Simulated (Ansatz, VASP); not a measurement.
# MgI2 in VASP and in Ansatz

```xyz
3
Lattice="2.0787 1.2001 6.8923 -2.0787 1.2001 6.8923 0.0000 -2.4003 6.8923" Properties=species:S:1:pos:R:3 pbc="T T T"
Mg    0.0000    0.0000    0.0000
I     0.0000    0.0000    5.2248
I     0.0000    0.0000   15.4522
```

Alike in both runs: task single point; functional r2SCAN; k mesh 6 × 6 × 6; no spin polarisation.

|  | VASP | Ansatz |
| --- | --- | --- |
| version | VASP 6.6.1 | Ansatz 0.2.0 |
| potentials or method | VASP PAW PBE potentials, release 64 (Mg, I) | plane waves, PAW |
| plane-wave cutoff (eV) | 520 | 500 |
| occupations | gaussian, width 0.01 eV | fixed |
| valence electrons in the cell | 16 | 44 |

|  | VASP | Ansatz | Ansatz less VASP |
| --- | --- | --- | --- |
| gap on the k mesh at the Fermi level (eV) | 3.81 | 3.85 | +0.031 |

VASP's potentials were made for PBE, not for r2SCAN. VASP's potentials hold 16 valence electrons a cell and Ansatz's 44, so a difference there can come from the potentials and not from the codes.

Spin-orbit coupling is off throughout.
